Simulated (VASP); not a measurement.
# Rh (P6_3/mmc) in VASP: a series of runs

The runs below take Rh through single point, with PBEsol.

All numbers are computed with VASP 6.6.1; they aren't measurements. Logs are shortened: lines on timing, memory, paths and dates and some standing lists are left out, and cuts for length are marked.

## Step 1: The cell of the first run

Symmetry: P6_3/mmc, No. 194, hexagonal system. Conventional cell: a = 2.474 Å, b = 2.474 Å, c = 4.329 Å, α = 90.00°, β = 90.00°, γ = 120.00°. Rh (site symmetry -6m2) has 12 Rh at 2.47 to 2.59 Å within 3.3 Å.

This isn't the form of Rh at room conditions, which is fcc.

## Step 2: Single point, PBEsol (strain -0.080 along x and y, +0.000 along z)

Contents of INCAR:

```
PREC = Accurate
ENCUT = 520
EDIFF = 1E-6
ISMEAR = 0
SIGMA = 0.15
LREAL = False
LASPH = True
NELM = 60
ALGO = Fast
ISIF = 2
LWAVE = False
LCHARG = False
GGA = PS
NBANDS = 22
```

Contents of KPOINTS:

```
regular mesh
0
Gamma
  24 24 14
```

Contents of POSCAR:

```
Rh
1.0
    2.4736371980      0.0000000000      0.0000000000
   -1.2368185990      2.1422326532      0.0000000000
    0.0000000000      0.0000000000      4.3290202437
Rh
2
Direct
    0.6666666667      0.3333333333      0.7500000000
    0.3333333333      0.6666666667      0.2500000000
```

Potentials or basis: VASP PAW PBE potentials, release 64 (Rh_pv).

Command:

```bash
$ cat potpaw_PBE.64/Rh_pv/POTCAR > POTCAR
$ mpirun -np 1 vasp_std > vasp.out
```

OUTCAR:

```text
PREC = Accurate
   ENCUT = 520
   EDIFF = 1E-6
   ISMEAR = 0
   LREAL = False
   LASPH = True
   NELM = 60
   ISIF = 2
   GGA = PS

 ion  position               nearest neighbor table
   1  0.667  0.333  0.750-   2 2.59   2 2.59   2 2.59   2 2.59   2 2.59   2 2.59
   2  0.333  0.667  0.250-   1 2.59   1 2.59   1 2.59   1 2.59   1 2.59   1 2.59

  LATTYP: Found a hexagonal cell.
 ALAT       =     2.4736371980
 C/A-ratio  =     1.7500627203

  Lattice vectors:

 A1 = (   2.4736371980,   0.0000000000,   0.0000000000)
 A2 = (  -1.2368185990,   2.1422326532,   0.0000000000)
 A3 = (   0.0000000000,   0.0000000000,   4.3290202437)

Analysis of symmetry for initial positions (statically):
=====================================================================
 Subroutine PRICEL returns:
 Original cell was already a primitive cell.

 Routine SETGRP: Setting up the symmetry group for a
 hexagonal supercell.

 Subroutine GETGRP returns: Found 24 space group operations
 (whereof 12 operations were pure point group operations)
 out of a pool of 24 trial point group operations.

The static configuration has the point symmetry D_3d.
 The point group associated with its full space group is D_6h.

Analysis of symmetry for dynamics (positions and initial velocities):
=====================================================================
 Subroutine PRICEL returns:
 Original cell was already a primitive cell.

 Routine SETGRP: Setting up the symmetry group for a
 hexagonal supercell.

 Subroutine GETGRP returns: Found 24 space group operations
 (whereof 12 operations were pure point group operations)
 out of a pool of 24 trial point group operations.

The dynamic configuration has the point symmetry D_3d.
 The point group associated with its full space group is D_6h.

 Subroutine INISYM returns: Found 24 space group operations
 (whereof 12 operations are pure point group operations),
 and found     1 'primitive' translations

----------------------------------------------------------------------------------------

                                     Primitive cell

  volume of cell :      22.9399

  direct lattice vectors                    reciprocal lattice vectors
     2.473637198  0.000000000  0.000000000     0.404263002  0.233401353  0.000000000
    -1.236818599  2.142232653  0.000000000     0.000000000  0.466802706  0.000000000
     0.000000000  0.000000000  4.329020244     0.000000000  0.000000000  0.230999151

  length of vectors
[... 81 lines left out ...]
   NELM   =     60;   NELMIN=  2; NELMDL= -5     # of ELM steps
   EDIFF  = 0.1E-05   stopping-criterion for ELM
   LREAL  =      F    real-space projection
   EDIFFG = 0.1E-04   stopping-criterion for IOM
   NSW    =      0    number of steps for IOM
   IBRION =     -1    ionic relax: 0-MD 1-quasi-New 2-CG
   NFREE  =      0    steps in history (QN), initial steepest desc. (CG)
   ISIF   =      2    stress and relaxation
   ISYM   =      2    0-nonsym 1-usesym 2-fastsym
   POTIM  = 0.5000    time-step for ionic-motion
   TEBEG  =    0.0;   TEEND  =   0.0 temperature during run
   PSTRESS=    0.0 pullay stress
   NELECT =      30.0000    total number of electrons
   NUPDOWN=      -1.0000    fix difference up-down
   EMIN   =  10.00;   EMAX   =-10.00  energy-range for DOS
   EFERMI =   0.00;   METHOD = LEGACY
   ISMEAR =     0;   SIGMA  =   0.15  broadening in eV -4-tet -1-fermi 0-gaus
   EFERMI_NEDOS =   21; number of points for ismear=-14 and -15
   IALGO  =     68    algorithm
   IMIX   =      4    mixing-type and parameters
     AMIX     =   0.40;   BMIX     =  1.00
     AMIX_MAG =   1.60;   BMIX_MAG =  1.00
  volume/ion in A,a.u.               =      11.47        77.40
  Fermi-wavevector in a.u.,A,eV,Ry     =   1.790267  3.383114 43.607438  3.205056
  Thomas-Fermi vector in A             =   2.853073
   LORBIT       =      0    0 simple, 1 ext, 2 COOP (PROOUT), +10 PAW based schemes
   GGA     = PS    functional components
   LHFCALC =     F    Hartree Fock is set to
   AEXX    =    0.0000 exact exchange contribution
   IVDW    =     0    specifies the selected vdW correction
   LEPSILON=     F    determine dielectric tensor
   LRPA    =     F    only Hartree local field effects (RPA)
 non-spin polarized calculation
 RMM-DIIS sequential band-by-band and
 Gauss-broadening in eV      SIGMA  =   0.15
  energy-cutoff  :      520.00
  volume of cell :       22.94
 maximum number of plane-waves:       636
   NGX =  9   NGY =  9   NGZ = 17

 number of electron      29.9999993 magnetization

 Free energy of the ion-electron system (eV)
  ---------------------------------------------------
  ext. energy  EPLUGINS =         0.00000000
  ---------------------------------------------------
  free energy    TOTEN  =       -15.22452366 eV

  energy without entropy =      -15.19864762  energy(sigma->0) =      -15.21158564

 E-fermi :  15.4464     XC(G=0): -15.4089

 val. band max:       15.4426648151   @ k =   0.3333   0.0417   0.0714
 cond. band min:      15.4489237590   @ k =   0.4583   0.0000   0.2143
 fundamental gap:      0.0062589438
 Fermi energy:        15.4464016586

 k-point     1 :       0.0000    0.0000    0.0000
  band No.  band energies     occupation
      1     -32.4099      2.00000
      2     -31.2966      2.00000
      3     -31.2966      2.00000
      4     -31.2639      2.00000
      5     -31.1751      2.00000
      6     -31.1751      2.00000
[... 589 lines left out ...]
     21      30.0812      0.00000
     22      30.4583      0.00000

 [... further k-points ...]

------------------------ aborting loop because EDIFF is reached ----------------------------------------

  FORCE on cell =-STRESS in cart. coord.  units (eV):
  Direction    XX          YY          ZZ          XY          YZ          ZX
  --------------------------------------------------------------------------------------
  -------------------------------------------------------------------------------------
  Total       13.2780885     13.2780885      6.6466668     -0.0000000     -0.0000000      0.0000000
  in kB      927.3717995    927.3717995    464.2182758     -0.0000000     -0.0000000      0.0000000
  external PRESSURE =     772.9872916 kB  Pullay stress =       0.0000000 kB

 VOLUME and BASIS-vectors are now :
 -----------------------------------------------------------------------------
  energy-cutoff  :      520.00
  volume of cell :       22.94
      direct lattice vectors                 reciprocal lattice vectors
     2.473637198  0.000000000  0.000000000     0.404263002  0.233401353  0.000000000
    -1.236818599  2.142232653  0.000000000     0.000000000  0.466802706  0.000000000
     0.000000000  0.000000000  4.329020244     0.000000000  0.000000000  0.230999151

 POSITION                                       TOTAL-FORCE (eV/Angst)
 -----------------------------------------------------------------------------------
      1.23682      0.71408      3.24677        -0.000000     -0.000000      0.000000
     -0.00000      1.42816      1.08226         0.000000      0.000000      0.000000
 -----------------------------------------------------------------------------------
    total drift:                                0.000000     -0.000000      0.000000

  FREE ENERGIE OF THE ION-ELECTRON SYSTEM (eV)
  ---------------------------------------------------
  free  energy   TOTEN  =       -15.2245236622 eV

  energy  without entropy=      -15.1986476225  energy(sigma->0) =      -15.21158564
```

OSZICAR:

```text
N       E                     dE             d eps       ncg     rms          rms(c)
DAV:   1     0.329850639172E+03    0.32985E+03   -0.18848E+04 21520   0.165E+03
DAV:   2    -0.880422934572E+01   -0.33865E+03   -0.32614E+03 22198   0.487E+02
DAV:   3    -0.162328116563E+02   -0.74286E+01   -0.73926E+01 25348   0.812E+01
DAV:   4    -0.162796174885E+02   -0.46806E-01   -0.46801E-01 23860   0.646E+00
DAV:   5    -0.162803191738E+02   -0.70169E-03   -0.70168E-03 25402   0.810E-01    0.254E+01
RMM:   6    -0.153140169522E+02    0.96630E+00   -0.17017E+00 22336   0.114E+01    0.105E+01
RMM:   7    -0.152342294458E+02    0.79788E-01   -0.20096E-01 23003   0.380E+00    0.287E+00
RMM:   8    -0.152253975383E+02    0.88319E-02   -0.37716E-02 24140   0.194E+00    0.631E-01
RMM:   9    -0.152244718285E+02    0.92571E-03   -0.25485E-03 26195   0.529E-01    0.270E-02
RMM:  10    -0.152245207943E+02   -0.48966E-04   -0.46142E-04 26643   0.228E-01    0.246E-02
RMM:  11    -0.152245225437E+02   -0.17494E-05   -0.63084E-05 28777   0.728E-02    0.562E-03
RMM:  12    -0.152245234613E+02   -0.91755E-06   -0.13649E-05 26159   0.367E-02    0.325E-03
RMM:  13    -0.152245236622E+02   -0.20092E-06   -0.29220E-06 19423   0.179E-02
   1 F= -.15224524E+02 E0= -.15211586E+02  d E =-.258760E-01
```

stdout:

```text
POSCAR found type information on POSCAR Rh
 POSCAR found :  1 types and       2 ions
 scaLAPACK will be used
 -----------------------------------------------------------------------------
|                                                                             |
|                                                                             |
|     You enforced a specific xc type in the INCAR file but a different       |
|     I HOPE YOU KNOW WHAT YOU ARE DOING!                                     |
|                                                                             |
 -----------------------------------------------------------------------------

 LDA part: xc-table for (Slater+PW92), standard interpolation
 POSCAR, INCAR and KPOINTS ok, starting setup
 FFT: planning ... GRIDC
 FFT: planning ... GRID_SOFT
 FFT: planning ... GRID
 WAVECAR not read
 entering main loop
```

It took 2.2 min on 1 thread of Intel Xeon Platinum 8375C at 2.90GHz (Ice Lake), shared host; peak memory 0.28 GiB.

What came out:

| Quantity | Value |
| --- | --- |
| Free energy | -15.2245 eV |
| Pressure | 77.3 GPa |
| Band gap on the k mesh | zero (bands 15 and 16 overlap by 3.67 eV) |

Caveat: the cell differs from its parent crystal (strain -0.080 along x and y, +0.000 along z); the cell stands under pressure; the PAW data sets were made with another functional, which shifts forces and pressure a little.

## Step 3: Single point, PBEsol (strain -0.040 along x and y, -0.080 along z)

Contents of INCAR:

```
  ALGO = Fast
  EDIFF = 1E-6
  ENCUT = 520
  GGA = PS
  ISIF = 2
  ISMEAR = 0
  LASPH = T
  LCHARG = T
  LELF = T
  LREAL = F
  LVHAR = T
  LWAVE = F
  NBANDS = 22
  NELM = 80
  PREC = Accurate
  SIGMA = 0.15
```

Contents of KPOINTS:

```
k-points
0
Gamma
  24 24 14
```

Contents of POSCAR:

```
Rh
1.0
    2.5811866414      0.0000000000      0.0000000000
   -1.2905933207      2.2353732034      0.0000000000
    0.0000000000      0.0000000000      3.9826986242
Rh
2
Direct
    0.6666666667      0.3333333333      0.7500000000
    0.3333333333      0.6666666667      0.2500000000
```

Potentials or basis: VASP PAW PBE potentials, release 64 (Rh_pv).

Command:

```bash
$ cat potpaw_PBE.64/Rh_pv/POTCAR > POTCAR
$ mpirun -np 1 vasp_std > vasp.out
```

It took 3.6 min on 1 thread of Intel Xeon Platinum 8375C at 2.90GHz (Ice Lake), shared host; peak memory 0.29 GiB.

It converged, with:

- Free energy: -15.3456 eV
- Pressure: 75.1 GPa
- Band gap on the k mesh: zero (bands 15 and 16 overlap by 3.08 eV)

Stress tensor (GPa, compression positive):
```
66.19  0.00  0.00
 0.00 66.19  0.00
 0.00  0.00 92.87
```

Levels at points of the mesh, in eV from the Fermi level:
| k point | band 12 | band 13 | band 14 | band 15 | band 16 | band 17 | band 18 | band 19 |
| --- | --- | --- | --- | --- | --- | --- | --- | --- |
| (0.00, 0.00, 0.00) | -3.29 | -3.29 | -3.00 | -3.00 | 0.11 | 0.11 | 1.07 | 11.25 |
| (0.50, 0.00, 0.00) | -3.03 | -2.71 | 0.27 | 0.80 | 1.07 | 3.53 | 5.98 | 11.73 |
| (0.00, 0.00, 0.50) | -4.40 | -3.90 | -3.90 | -0.56 | -0.56 | -0.56 | -0.56 | 14.90 |
| (0.50, 0.00, 0.50) | -2.50 | -0.55 | -0.55 | 0.60 | 0.60 | 2.92 | 2.92 | 11.10 |

Caveat: the cell differs from its parent crystal (strain -0.040 along x and y, -0.080 along z); the cell stands under pressure; the PAW data sets were made with another functional, which shifts forces and pressure a little.

(Part 1 of 2 ends here.)
